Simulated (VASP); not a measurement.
ZnO, 4 atoms in the cell. The structure is hexagonal, space group P6_3mc (No. 186). Conventional cell: a = 3.319 Å, b = 3.319 Å, c = 5.352 Å, α = 90.00°, β = 90.00°, γ = 120.00°. Zn (site symmetry 3m) has 4 O at 2.02 to 2.03 Å within 2.7 Å. O (site symmetry 3m) has 4 Zn at 2.02 to 2.03 Å within 2.7 Å. 

| Item | Value |
| --- | --- |
| Program | VASP 6.6.1 |
| Task | single point |
| Functional | RPBE |
| Potentials or basis | VASP PAW PBE potentials, release 64 (Zn, O) |
| Cutoff | 520 eV |
| k mesh | 8 × 8 × 6 |
| Occupations | gaussian, width 0.05 eV |
| Spin | no spin polarisation |
| Dipole correction | no |
| Further INCAR settings | ALGO = Normal; EDIFF = 1e-07; NBANDS = 26 |

Potentials or basis: VASP PAW PBE potentials, release 64 (Zn, O).

Launch:

```console
$ cat potpaw_PBE.64/Zn/POTCAR potpaw_PBE.64/O/POTCAR > POTCAR
$ mpirun -np 1 vasp_std > vasp.out
```

Hardware: 1 thread of Intel(R) Xeon(R) Platinum 8259CL CPU @ 2.50GHz (Skylake/Cascade Lake), with other jobs on the host.

How long does it take, and how much memory?

It took 52 s on 1 thread of Intel(R) Xeon(R) Platinum 8259CL CPU @ 2.50GHz (Skylake/Cascade Lake) (shared host), peak memory 0.19 GiB. Counts: scf iterations 17, k points 40.
